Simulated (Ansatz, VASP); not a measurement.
SiC in VASP and in Ansatz

The input INCAR:

```
SYSTEM = SiC
ALGO = Normal
EDIFF = 1E-7
EDIFFG = -0.04
ENCUT = 600
GGA = PE
IBRION = 2
ISIF = 3
ISMEAR = 0
LASPH = .TRUE.
LCHARG = .FALSE.
LREAL = .FALSE.
LWAVE = .FALSE.
NELM = 60
NSW = 90
PREC = Accurate
SIGMA = 0.1
```

KPOINTS

```
k-points
0
G
  6 6 6
  0 0 0
```

POSCAR

```
SiC
1.0
    1.3528100700      0.7810452600      4.4182591900
   -1.3528100700      0.7810452600      4.4182591900
    0.0000000000     -1.5620905200      4.4182591900
Si C
1 1
Direct
    0.5000000000      0.5000000000      0.5000000000
    0.0000000000      0.0000000000      0.0000000000
```

Input for Ansatz:

```yaml
crystal:
  lattice:
    - [1.35281007, 0.78104526, 4.41825919]
    - [-1.35281007, 0.78104526, 4.41825919]
    - [0.0, -1.56209052, 4.41825919]
  atoms:
    - { symbol: Si, position: [0.5, 0.5, 0.5] }
    - { symbol: C, position: [0.0, 0.0, 0.0] }
basis:
  ecutwfc: 420
kpoints:
  mp_grid: { grid: [6, 6, 6] }
hamiltonian:
  xc: pbe
scf:
  occupations: { method: gaussian, width: 0.1 }
  lower_state_search: "off"
output:
  forces: true
  stress: true
  eigenvalues: true
relax:
  adjacent_minimum: "off"
  f_tol: 0.04
  max_steps: 70
  cell: { stress_tol: 0.4 }
```

Alike in both runs: task relaxation of cell and atoms; functional PBE; k mesh 6 × 6 × 6; occupations gaussian, width 0.1 eV; no spin polarisation.

|  | VASP | Ansatz |
| --- | --- | --- |
| version | VASP 6.6.1 | Ansatz 0.2.0 |
| potentials or method | VASP PAW PBE potentials, release 64 (Si, C), cutoff 600 eV | scalar-relativistic, plane waves, PAW |
| valence electrons in the cell | 8 | 8 |

|  | VASP | Ansatz | Ansatz less VASP |
| --- | --- | --- | --- |
| gap on the k mesh at the Fermi level, each at its own relaxed structure (eV) | none | none | - |
| relaxed volume (Å³/atom) | 8.31 | 8.32 | +0.007 |
| relaxed cell length with the largest relative difference (Å) | 2.867 | 2.866 | -0.0016 |

A gap of «none» marks a metal or a gap that the smearing closes.

The k mesh is coarse, so the values compare programs but aren't converged. Noted on VASP's run: the volume moved by over 15 % at a fixed basis, so the end points are rough.
